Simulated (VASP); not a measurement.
Here is a VASP 6.6.1 calculation.

Contents of INCAR:

```
SYSTEM = SnO2
ALGO = Normal ; EDIFF = 1E-6
ENCUT = 520 ; GGA = PE
ISIF = 2 ; ISMEAR = 0
LASPH = .True. ; LCHARG = .False.
LREAL = .False. ; LWAVE = .False.
NBANDS = 35 ; NELM = 80
PREC = Accurate ; SIGMA = 0.01
```

The input KPOINTS:

```
k-points
0
Gamma
  8 8 8
  0 0 0
```

Contents of POSCAR:

```
SnO2
1.0
   -2.0658651443      2.0658651443      5.2830257533
    2.0658651443     -2.0658651443      5.2830257533
    2.0658651443      2.0658651443     -5.2830257533
Sn O
2 4
Direct
    0.7500000000      0.2500000000      0.5000000000
    0.0000000000      0.0000000000      0.0000000000
    0.7975941560      0.7975941560      0.0000000000
    0.9524058440      0.4524058440      0.5000000000
    0.2024058440      0.2024058440      0.0000000000
    0.5475941560      0.0475941560      0.5000000000
```

Potentials or basis: VASP PAW PBE potentials, release 64 (Sn_d, O).

The run is started by

```bash
$ cat potpaw_PBE.64/Sn_d/POTCAR potpaw_PBE.64/O/POTCAR > POTCAR
$ mpirun -np 1 vasp_std > vasp.out
```

Question: Estimate the band gap on the k mesh.

Answer: 0.75 eV, indirect (least direct gap 1.05 eV).

Question: Estimate the largest force.

Answer: 0.289 eV/Å.

Stress tensor (GPa, compression positive):
```
-6.95  0.00  0.00
 0.00 -6.95  0.00
 0.00  0.00 -8.70
```

Caveat: spin-orbit coupling is left out, which moves the levels of the heavy elements. A k mesh can miss the band edges.
